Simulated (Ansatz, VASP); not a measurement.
## One calculation of NiO, two programs

```
Ni O
1.0
     0.00000    2.23228    2.23228
     2.23228    0.00000    2.23228
     2.23228    2.23228    0.00000
Ni O
1 1
Direct
  0.00000 0.00000 0.00000
  0.50000 0.50000 0.50000
```

Alike in both runs: task relaxation of cell and atoms; functional PBE; k mesh 16 × 16 × 16; occupations fermi-dirac, width 0.03 eV; collinear spin.

|  | VASP | Ansatz |
| --- | --- | --- |
| version | VASP 6.6.1 | Ansatz 0.2.0 |
| potentials or method | VASP PAW PBE potentials, release 64 (Ni, O) | PAW with Ansatz's default frozen-core files, scalar-relativistic |
| plane-wave cutoff (eV) | 600 | 420 |
| valence electrons in the cell | 16 | 24 |

VASP gave:

```
net moment per atom (μB)                                      : 0.88
size of the moment on the site where the two differ most (μB) : 0.27
relaxed volume (Å³/atom)                                      : 9.33
relaxed cell length with the largest relative difference (Å)  : 2.977
```

Task: What did Ansatz give for the same quantities?

Result: net moment per atom (μB): 0.91; size of the moment on the site where the two differ most (μB): 0.30; relaxed volume (Å³/atom): 9.37; relaxed cell length with the largest relative difference (Å): 2.982.

Site moments also hang on the region over which each program counts them. VASP's potentials hold 16 valence electrons a cell and Ansatz's 24, so a difference there can come from the potentials and not from the codes.

Noted on VASP's run: the volume moved by over 15 % at a fixed basis, so the end points are rough.
